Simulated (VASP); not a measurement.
# Mg3MoBr2: single point with PBE

Crystal: Mg3MoBr2.

```xyz
6
Lattice="3.8076 0.0000 0.0000 0.0000 3.8076 0.0000 0.0000 0.0000 11.8242" Properties=species:S:1:pos:R:3 pbc="T T T"
Mg    1.9038    1.9038    8.8129
Mg    1.9038    1.9038    3.0113
Mg    0.0000    0.0000    0.0000
Mo    1.9038    1.9038    5.9121
Br    0.0000    0.0000    5.9121
Br    1.9038    1.9038    0.0000
```

The cell was generated, and may not be a known phase.

```yaml
Program: VASP 6.6.1
Task: single point
Functional: PBE
Potentials_or_basis: VASP PAW PBE potentials, release 64 (Mg, Mo_sv, Br)
Cutoff: 520 eV
k_mesh: 4 × 4 × 2
Occupations: gaussian, width 0.1 eV
Spin: collinear spin
Starting_moments: "[0.0, 0.0, 0.0, 1.0, 0.0, 0.0] μB"
Dipole_correction: no
Further_INCAR_settings: ALGO = Normal; EDIFF = 1e-06; NBANDS = 30
```

| Item | Value |
| --- | --- |
| Pressure | 0.0 GPa |
| Net moment | 3.37 μB per cell |
| Site moments | Mg +0.00, +0.02 (each value once); Mo +2.55; Br +0.05, +0.03 μB |
| Valence electrons inside the program's atomic spheres | Mg 0.32; Mo 12.27; Br 4.87, 4.92 |

Forces in eV/Å, atoms in the order of the input:
```
Mg   0.000  0.000  0.002
Mg   0.000  0.000 -0.002
Mg   0.000  0.000  0.000
Mo   0.000  0.000  0.000
Br   0.000  0.000  0.000
Br   0.000  0.000  0.000
```

Levels at points of the mesh, in eV from the Fermi level:
Spin up:
| k point | band 17 | band 18 | band 19 | band 20 | band 21 | band 22 |
| --- | --- | --- | --- | --- | --- | --- |
| (0.00, 0.00, 0.00) | -1.48 | -1.15 | -1.15 | -0.26 | 0.55 | 2.12 |
| (0.50, 0.00, 0.00) | -0.61 | -0.27 | -0.18 | -0.02 | 2.20 | 2.46 |
| (0.50, 0.50, 0.00) | -0.25 | -0.06 | 0.33 | 1.19 | 1.22 | 1.22 |
| (0.00, 0.00, 0.50) | -1.15 | -1.15 | -0.67 | -0.54 | 0.40 | 2.27 |
| (0.50, 0.00, 0.50) | -0.60 | -0.31 | 0.31 | 1.17 | 1.21 | 1.88 |
| (0.50, 0.50, 0.50) | -0.25 | -0.06 | 0.38 | 0.72 | 1.06 | 1.06 |
Spin down:
```csv
k point,band 13,band 14,band 15,band 16,band 17,band 18,band 19,band 20
"(0.00, 0.00, 0.00)",-3.60,-1.56,-1.48,-1.41,-0.05,0.53,0.98,0.98
"(0.50, 0.00, 0.00)",-1.83,-0.87,-0.56,-0.02,0.49,1.27,1.38,1.53
"(0.50, 0.50, 0.00)",-1.08,-0.83,-0.51,-0.51,1.41,1.42,1.44,1.54
"(0.00, 0.00, 0.50)",-2.96,-2.83,-1.41,-0.58,-0.05,0.35,0.98,0.98
"(0.50, 0.00, 0.50)",-1.56,-1.40,-0.78,0.40,1.27,1.35,1.44,1.65
"(0.50, 0.50, 0.50)",-1.07,-0.75,-0.48,-0.48,0.88,1.18,1.18,1.44
```

Wall time 80 s on 1 thread of Intel(R) Xeon(R) 6975P-C (Granite Rapids), on a shared host, peak memory 0.35 GiB.

Caveat: the k points lie up to 0.41 Å⁻¹ apart.
